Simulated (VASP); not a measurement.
SrO:

```
Sr O
1.0
     0.00000    2.57989    2.57989
     2.57989    0.00000    2.57989
     2.57989    2.57989    0.00000
Sr O
1 1
Direct
  0.50000 0.50000 0.50000
  0.00000 0.00000 0.00000
```

Program: VASP 6.6.1. Alike in all runs: task single point; potentials or basis VASP PAW PBE potentials, release 64 (Sr_sv, O); no spin polarisation; cell as given; cutoff (eV) 520.

Question: Order these runs on this cell by their band gap on the k mesh, lowest first.
A. level r2SCAN; k mesh 2 × 2 × 2; smearing gaussian 0.01 eV
B. level PBE-based global hybrid; k mesh 4 × 4 × 4; smearing gaussian 0.01 eV; grid for exact exchange (PRECFOCK) Normal; share of exact exchange 0.4
C. level PBE-based screened hybrid; k mesh 4 × 4 × 4; smearing gaussian 0.01 eV; grid for exact exchange (PRECFOCK) Normal; share of exact exchange 0.3; screening parameter 0.3 1/Å
D. level r2SCAN; k mesh 6 × 6 × 6, shifted; smearing gaussian 0.01 eV
E. level r2SCAN; k mesh 6 × 6 × 6; smearing methfessel-paxton 0.05 eV

Answer: A (3.54 eV), E (3.75 eV), D (4.06 eV), C (4.75 eV), B (6.90 eV).

Caveats: some runs use coarse meshes.

A k mesh can miss the band edges.
